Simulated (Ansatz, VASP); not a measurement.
**One calculation of Na, two programs**

The input INCAR:

```
ALGO = Normal
EDIFF = 1E-7
ENCUT = 520
GGA = PE
ISIF = 2
ISMEAR = -1
LASPH = True
LCHARG = False
LREAL = False
LWAVE = False
NBANDS = 10
NELM = 60
PREC = Accurate
SIGMA = 0.1
```

KPOINTS

```
k-points
0
Gamma
  10 10 10
```

File POSCAR:

```
Na
1.0
    3.4593648998      0.0000000000      0.0000000000
    0.0000000000      3.4593648998      0.0000000000
    0.0000000000      0.0000000000      3.4593648998
Na
1
Direct
    0.0000000000      0.0000000000      0.0000000000
```

Input for Ansatz:

```yaml
crystal:
  lattice:
    - [3.4593648998, 0.0, 0.0]
    - [0.0, 3.4593648998, 0.0]
    - [0.0, 0.0, 3.4593648998]
  atoms:
    - { symbol: Na, position: [0.0, 0.0, 0.0] }
hamiltonian:
  xc: pbe
  pseudopotentials:
    kind: paw
    azcp:
      Na: "pseudopotentials/Na.paw.azcp"
basis:
  ecutwfc: 420
  fft_grid_basis: typed
kpoints:
  mp_grid: { grid: [10, 10, 10], shift: [0, 0, 0] }
magnetization:
  spin_polarized: false
scf:
  occupations: { method: fermi_dirac, width: 0.1 }
  lower_state_search: "off"
output:
  stress: true
  write_density: true
  write_potential: true
  elf: true
  volumetric_format: npy
```

Alike in both runs: task single point; functional PBE; k mesh 10 × 10 × 10; occupations fermi-dirac, width 0.1 eV; no spin polarisation.

|  | VASP | Ansatz |
| --- | --- | --- |
| version | VASP 6.6.1 | Ansatz 0.2.0 |
| potentials or method | VASP PAW PBE potentials, release 64 (Na_pv), cutoff 520 eV | plane waves (420 eV) with PAW, scalar-relativistic |
| valence electrons in the cell | 7 | 9 |

```tsv
	VASP	Ansatz	Ansatz less VASP
pressure (GPa)	-0.2	-0.2	+0.01
```

The functional is the same, so the differences come from potentials, cutoffs and numerics. VASP's potentials hold 7 valence electrons a cell and Ansatz's 9, so a difference there can come from the potentials and not from the codes.
